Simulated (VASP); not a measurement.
# Si (Cmce) in VASP: single point with PBE

Aim: the single point of Si with PBE.

Program: VASP 6.6.1. These are calculated values, not measurements. Logs are shortened: lines on timing, memory, paths and dates and some standing lists are left out, and cuts for length are marked.

**1. The cell of the first run**

Symmetry: Cmce, No. 64, orthorhombic system. The conventional cell has a = 7.920 Å, b = 4.759 Å, c = 4.878 Å, α = 90.00°, β = 90.00°, γ = 90.00°. Within 3.2 Å of Si (site symmetry m) lie 13 Si at 2.37 to 3.16 Å. Within 3.2 Å of Si (site symmetry 2) lie 12 Si at 2.43 to 3.16 Å.

**2. Single point, PBE (z stretched by +3 %, then relaxed in part)**

The input, INCAR:

```
  ALGO = Normal
  EDIFF = 1E-6
  ENCUT = 520
  GGA = PE
  ISIF = 2
  ISMEAR = -1
  LASPH = True
  LCHARG = True
  LELF = True
  LREAL = False
  LVHAR = True
  LWAVE = False
  NBANDS = 26
  NELM = 80
  PREC = Accurate
  SIGMA = 0.05
```

The input, KPOINTS:

```
k-points
0
Gamma
  12 12 10
```

The input, POSCAR:

```
Si
1.0
    3.9600000000     -2.3793000000      0.0000000000
    3.9600000000      2.3793000000      0.0000000000
    0.0000000000      0.0000000000      4.8781830000
Si
8
Direct
    0.8291566600      0.1708433400      0.3238125160
    0.6708433400      0.3291566600      0.8238125160
    0.1708433400      0.8291566600      0.6761874840
    0.3291566600      0.6708433400      0.1761874840
    0.2174787956      0.2174787956      0.0000000000
    0.2825212044      0.2825212044      0.5000000000
    0.7825212044      0.7825212044      0.0000000000
    0.7174787956      0.7174787956      0.5000000000
```

Potentials or basis: VASP PAW PBE potentials, release 64 (Si).

The run is started by

```
cat potpaw_PBE.64/Si/POTCAR > POTCAR
mpirun -np 1 vasp_std > vasp.out
```

OUTCAR:

```text
EDIFF = 1E-6
   ENCUT = 520
   GGA = PE
   ISIF = 2
   ISMEAR = -1
   LASPH = True
   LREAL = False
   NELM = 80
   PREC = Accurate

 ion  position               nearest neighbor table
   1  0.829  0.171  0.324-   3 2.37   5 2.47   7 2.47   8 2.48   6 2.48   4 2.49   4 2.49   8 2.53
                             6 2.53   2 2.55   2 2.55
   2  0.671  0.329  0.824-   4 2.37   6 2.47   8 2.47   5 2.48   7 2.48   3 2.49   3 2.49   5 2.53
                             7 2.53   1 2.55   1 2.55
   3  0.171  0.829  0.676-   1 2.37   5 2.47   7 2.47   8 2.48   6 2.48   2 2.49   2 2.49   8 2.53
                             6 2.53   4 2.55   4 2.55
   4  0.329  0.671  0.176-   2 2.37   6 2.47   8 2.47   5 2.48   7 2.48   1 2.49   1 2.49   5 2.53
                             7 2.53   3 2.55   3 2.55
   5  0.217  0.217  0.000-   7 2.43   7 2.43   1 2.47   3 2.47   4 2.48   2 2.48   6 2.49   6 2.49
                             2 2.53   4 2.53
   6  0.283  0.283  0.500-   8 2.43   8 2.43   2 2.47   4 2.47   1 2.48   3 2.48   5 2.49   5 2.49
                             3 2.53   1 2.53
   7  0.783  0.783  0.000-   5 2.43   5 2.43   1 2.47   3 2.47   4 2.48   2 2.48   8 2.49   8 2.49
                             2 2.53   4 2.53
   8  0.717  0.717  0.500-   6 2.43   6 2.43   2 2.47   4 2.47   1 2.48   3 2.48   7 2.49   7 2.49
                             3 2.53   1 2.53

  LATTYP: Found a base centered orthorhombic cell.
 ALAT       =     4.7586000000
 B/A-ratio  =     1.6643550624
 C/A-ratio  =     1.0251298701

  Lattice vectors:

 A1 = (  -3.9600000000,  -2.3793000000,   0.0000000000)
 A2 = (   3.9600000000,  -2.3793000000,   0.0000000000)
 A3 = (   0.0000000000,   0.0000000000,   4.8781830000)

Analysis of symmetry for initial positions (statically):
=====================================================================
 Subroutine PRICEL returns:
 Original cell was already a primitive cell.

 Routine SETGRP: Setting up the symmetry group for a
 base centered orthorhombic supercell.

 Subroutine GETGRP returns: Found  8 space group operations
 (whereof  4 operations were pure point group operations)
 out of a pool of  8 trial point group operations.

The static configuration has the point symmetry C_2h.
 The point group associated with its full space group is D_2h.

Analysis of symmetry for dynamics (positions and initial velocities):
=====================================================================
 Subroutine PRICEL returns:
 Original cell was already a primitive cell.

 Routine SETGRP: Setting up the symmetry group for a
 base centered orthorhombic supercell.

 Subroutine GETGRP returns: Found  8 space group operations
 (whereof  4 operations were pure point group operations)
 out of a pool of  8 trial point group operations.

The dynamic configuration has the point symmetry C_2h.
 The point group associated with its full space group is D_2h.

 Subroutine INISYM returns: Found  8 space group operations
 (whereof  4 operations are pure point group operations),
 and found     1 'primitive' translations

----------------------------------------------------------------------------------------

                                     Primitive cell

  volume of cell :      91.9248

  direct lattice vectors                    reciprocal lattice vectors
     3.960000000 -2.379300000  0.000000000     0.126262626 -0.210145841  0.000000000
     3.960000000  2.379300000  0.000000000     0.126262626  0.210145841  0.000000000
     0.000000000  0.000000000  4.878183000     0.000000000  0.000000000  0.204994360

  length of vectors
     4.619812603  4.619812603  4.878183000     0.245160203  0.245160203  0.204994360

  position of ions in fractional coordinates (direct lattice)
     0.829156660  0.170843340  0.323812516
     0.670843340  0.329156660  0.823812516
     0.170843340  0.829156660  0.676187484
     0.329156660  0.670843340  0.176187484
     0.217478796  0.217478796  0.000000000
     0.282521204  0.282521204  0.500000000
     0.782521204  0.782521204  0.000000000
     0.717478796  0.717478796  0.500000000

  ion indices of the primitive-cell ions
   primitive index   ion index
                 1           1
                 2           2
                 3           3
                 4           4
                 5           5
                 6           6
                 7           7
                 8           8

----------------------------------------------------------------------------------------

 KPOINTS: k-points

Automatic generation of k-mesh.
 Grid dimensions read from file:
 generate k-points for:   12   12   10

 Generating k-lattice:

  Cartesian coordinates                     Fractional coordinates (reciprocal lattice)
     0.010521886 -0.017512153  0.000000000     0.083333333  0.000000000  0.000000000
     0.010521886  0.017512153  0.000000000     0.000000000  0.083333333  0.000000000
     0.000000000  0.000000000  0.020499436     0.000000000  0.000000000  0.100000000

  Length of vectors
     0.020430017  0.020430017  0.020499436

  Shift w.r.t. Gamma in fractional coordinates (k-lattice)
     0.000000000  0.000000000  0.000000000

 Subroutine IBZKPT returns following result:
 ===========================================

 Found    258 irreducible k-points:

 Following reciprocal coordinates:
            Coordinates               Weight
  0.000000  0.000000  0.000000      1.000000
  0.083333  0.000000  0.000000      4.000000
  0.166667  0.000000  0.000000      4.000000
  0.250000  0.000000  0.000000      4.000000
  0.333333  0.000000  0.000000      4.000000
  0.416667  0.000000  0.000000      4.000000
[... 16 lines left out ...]
  0.500000  0.166667  0.000000      4.000000
 -0.416667  0.166667  0.000000      4.000000
 [... further k-points ...]
   k-points           NKPTS =    258   k-points in BZ     NKDIM =    258   number of bands    NBANDS=     26
   number of dos      NEDOS =    301   number of ions     NIONS =      8
   total plane-waves  NPLWV =  46656
   dimension x,y,z NGX =    36 NGY =   36 NGZ =   36
   dimension x,y,z NGXF=    72 NGYF=   72 NGZF=   72
   ions per type =               8
   NGX,Y,Z   is equivalent  to a cutoff of  12.95, 12.95, 12.27 a.u.
   NGXF,Y,Z  is equivalent  to a cutoff of  25.91, 25.91, 24.54 a.u.
 SYSTEM =  unknown system
   PREC   = accura    normal or accurate (medium, high low for compatibility)
   ISTART =      0    job   : 0-new  1-cont  2-samecut
   ICHARG =      2    charge: 1-file 2-atom 10-const
   ISPIN  =      1    spin polarized calculation?
   LNONCOLLINEAR =      F non collinear calculations
   LSORBIT =      F    spin-orbit coupling
   LASPH  =      T    aspherical Exc in radial PAW
   ENCUT  =  520.0 eV  38.22 Ry    6.18 a.u.   8.59  8.59  9.07*2*pi/ulx,y,z
   NELM   =     80;   NELMIN=  2; NELMDL= -5     # of ELM steps
   EDIFF  = 0.1E-05   stopping-criterion for ELM
   LREAL  =      F    real-space projection
   EDIFFG = 0.1E-04   stopping-criterion for IOM
   NSW    =      0    number of steps for IOM
   IBRION =     -1    ionic relax: 0-MD 1-quasi-New 2-CG
   NFREE  =      0    steps in history (QN), initial steepest desc. (CG)
   ISIF   =      2    stress and relaxation
   ISYM   =      2    0-nonsym 1-usesym 2-fastsym
   POTIM  = 0.5000    time-step for ionic-motion
   TEBEG  =    0.0;   TEEND  =   0.0 temperature during run
   PSTRESS=    0.0 pullay stress
   NELECT =      32.0000    total number of electrons
   NUPDOWN=      -1.0000    fix difference up-down
   EMIN   =  10.00;   EMAX   =-10.00  energy-range for DOS
   EFERMI =   0.00;   METHOD = LEGACY
   ISMEAR =    -1;   SIGMA  =   0.05  broadening in eV -4-tet -1-fermi 0-gaus
   EFERMI_NEDOS =   21; number of points for ismear=-14 and -15
   IALGO  =     38    algorithm
   IMIX   =      4    mixing-type and parameters
     AMIX     =   0.40;   BMIX     =  1.00
     AMIX_MAG =   1.60;   BMIX_MAG =  1.00
  volume/ion in A,a.u.               =      11.49        77.54
  Fermi-wavevector in a.u.,A,eV,Ry     =   1.151633  2.176270 18.044835  1.326258
  Thomas-Fermi vector in A             =   2.288289
   LORBIT       =      0    0 simple, 1 ext, 2 COOP (PROOUT), +10 PAW based schemes
   GGA     = PE    functional components
   LHFCALC =     F    Hartree Fock is set to
   AEXX    =    0.0000 exact exchange contribution
   IVDW    =     0    specifies the selected vdW correction
   LEPSILON=     F    determine dielectric tensor
   LRPA    =     F    only Hartree local field effects (RPA)
 non-spin polarized calculation
  energy-cutoff  :      520.00
  volume of cell :       91.92
 maximum number of plane-waves:      2500
   NGX = 17   NGY = 17   NGZ = 19

 number of electron      32.0000000 magnetization

 Free energy of the ion-electron system (eV)
  ---------------------------------------------------
  ext. energy  EPLUGINS =         0.00000000
  ---------------------------------------------------
  free energy    TOTEN  =       -37.52032838 eV

  energy without entropy =      -37.49527853  energy(sigma->0) =      -37.50780345

 E-fermi :  13.4133     XC(G=0): -12.1331

 val. band max:       13.4126710809   @ k =   0.4167   0.0000   0.2000
 cond. band min:      13.4142906907   @ k =   0.4167   0.3333   0.5000
 fundamental gap:      0.0016196098
 Fermi energy:        13.4132749879

 k-point     1 :       0.0000    0.0000    0.0000
  band No.  band energies     occupation
      1      -3.2849      2.00000
      2       2.4904      2.00000
      3       2.9482      2.00000
      4       4.7024      2.00000
      5       5.3853      2.00000
      6       5.4011      2.00000
[... 18 lines left out ...]
     25      21.6637      0.00000
     26      21.9636      0.00000

 k-point     2 :       0.0833    0.0000    0.0000
  band No.  band energies     occupation
      1      -3.2244      2.00000
      2       2.5487      2.00000
      3       3.0063      2.00000
      4       3.8227      2.00000
      5       4.6854      2.00000
      6       5.0415      2.00000
[... 18 lines left out ...]
     25      20.7982      0.00000
     26      22.0765      0.00000

 k-point     3 :       0.1667    0.0000    0.0000
  band No.  band energies     occupation
      1      -3.0429      2.00000
      2       2.6291      2.00000
      3       2.7399      2.00000
      4       3.1803      2.00000
      5       4.1901      2.00000
      6       4.5074      2.00000
[... 18 lines left out ...]
     25      20.7713      0.00000
     26      22.1610      0.00000

 k-point     4 :       0.2500    0.0000    0.0000
  band No.  band energies     occupation
      1      -2.7408      2.00000
      2       1.5407      2.00000
      3       3.0186      2.00000
      4       3.4698      2.00000
      5       3.8222      2.00000
      6       4.0672      2.00000
[... 18 lines left out ...]
     25      20.8712      0.00000
     26      20.9904      0.00000
[... 496 lines left out ...]
      1      -2.1047      2.00000
      2       0.6731      2.00000
      3       1.7175      2.00000
      4       3.6335      2.00000
      5       4.0840      2.00000
      6       5.8723      2.00000
[... 18 lines left out ...]
     25      19.1023      0.00000
     26      19.2190      0.00000

 k-point    23 :       0.5000    0.1667    0.0000
  band No.  band energies     occupation
      1      -1.5590      2.00000
      2      -0.2081      2.00000
      3       1.5070      2.00000
      4       4.1594      2.00000
      5       4.6082      2.00000
      6       5.4650      2.00000
[... 18 lines left out ...]
     25      19.3576      0.00000
     26      19.5974      0.00000

 k-point    24 :      -0.4167    0.1667    0.0000
  band No.  band energies     occupation
      1      -0.9752      2.00000
      2      -0.8975      2.00000
      3       1.4161      2.00000
      4       4.7263      2.00000
      5       4.7945      2.00000
      6       5.1499      2.00000
[... 18 lines left out ...]
     25      19.5235      0.00000
     26      19.8739      0.00000

 [... further k-points ...]

------------------------ aborting loop because EDIFF is reached ----------------------------------------

  FORCE on cell =-STRESS in cart. coord.  units (eV):
  Direction    XX          YY          ZZ          XY          YZ          ZX
  --------------------------------------------------------------------------------------
  -------------------------------------------------------------------------------------
  Total       22.7127813     22.9646393     18.5623622      0.0000000      0.0000000      0.0000000
  in kB      395.8662043    400.2558940    323.5276115      0.0000000      0.0000000      0.0000000
  external PRESSURE =     373.2165699 kB  Pullay stress =       0.0000000 kB

 VOLUME and BASIS-vectors are now :
 -----------------------------------------------------------------------------
  energy-cutoff  :      520.00
  volume of cell :       91.92
      direct lattice vectors                 reciprocal lattice vectors
     3.960000000 -2.379300000  0.000000000     0.126262626 -0.210145841  0.000000000
     3.960000000  2.379300000  0.000000000     0.126262626  0.210145841  0.000000000
     0.000000000  0.000000000  4.878183000     0.000000000  0.000000000  0.204994360

 POSITION                                       TOTAL-FORCE (eV/Angst)
 -----------------------------------------------------------------------------------
      3.96000     -1.56632      1.57962         0.000000     -0.003847      0.001781
      3.96000     -0.81298      4.01871         0.000000      0.003847      0.001781
      3.96000      1.56632      3.29857         0.000000      0.003847     -0.001781
      3.96000      0.81298      0.85947         0.000000     -0.003847     -0.001781
      1.72243      0.00000      0.00000         0.009021      0.000000      0.000000
      2.23757      0.00000      2.43909        -0.009021      0.000000      0.000000
      6.19757      0.00000      0.00000        -0.009021      0.000000      0.000000
      5.68243      0.00000      2.43909         0.009021      0.000000      0.000000
 -----------------------------------------------------------------------------------
    total drift:                               -0.000000     -0.000000     -0.000000

  FREE ENERGIE OF THE ION-ELECTRON SYSTEM (eV)
  ---------------------------------------------------
  free  energy   TOTEN  =       -37.5203283797 eV

  energy  without entropy=      -37.4952785273  energy(sigma->0) =      -37.50780345
```

It took 12 min on 1 thread of Intel Xeon 8259CL, shared host; peak memory 0.49 GiB.

What came out:

| Property | Result |
| --- | --- |
| Free energy | -37.5203 eV |
| Pressure | 37.3 GPa |
| Largest force | 0.009 eV/Å |
| Band gap on the k mesh | zero (bands 16 and 17 overlap by 4.18 eV) |

Forces on the atoms (eV/Å):
```
Si   0.000 -0.004  0.002
Si   0.000  0.004  0.002
Si   0.000  0.004 -0.002
Si   0.000 -0.004 -0.002
Si   0.009  0.000  0.000
Si  -0.009  0.000  0.000
Si  -0.009  0.000  0.000
Si   0.009  0.000  0.000
```

Stress tensor (GPa, compression positive):
```
39.59  0.00  0.00
 0.00 40.03  0.00
 0.00  0.00 32.35
```

Levels at points of the mesh, in eV from the Fermi level:
```tsv
k point	band 13	band 14	band 15	band 16	band 17	band 18	band 19	band 20
(0.00, 0.00, 0.00)	-3.05	-3.03	-2.65	-2.25	-1.81	-1.16	-1.07	-0.76
(0.50, 0.00, 0.00)	-2.27	-2.27	-1.25	-1.25	1.72	1.72	3.13	3.13
(0.50, 0.50, 0.00)	-2.28	-1.75	-1.13	-1.09	2.33	3.01	3.15	3.33
(0.00, 0.00, 0.50)	-5.84	-5.84	-3.49	-3.49	3.83	3.83	4.16	4.16
(0.50, 0.00, 0.50)	-1.17	-1.17	0.04	0.04	0.15	0.15	0.74	0.74
(0.50, 0.50, 0.50)	-0.92	-0.92	-0.29	-0.29	0.20	0.20	0.41	0.41
```

Caveat: the cell differs from its parent crystal (z stretched by +3 %, then relaxed in part); the cell stands under pressure.
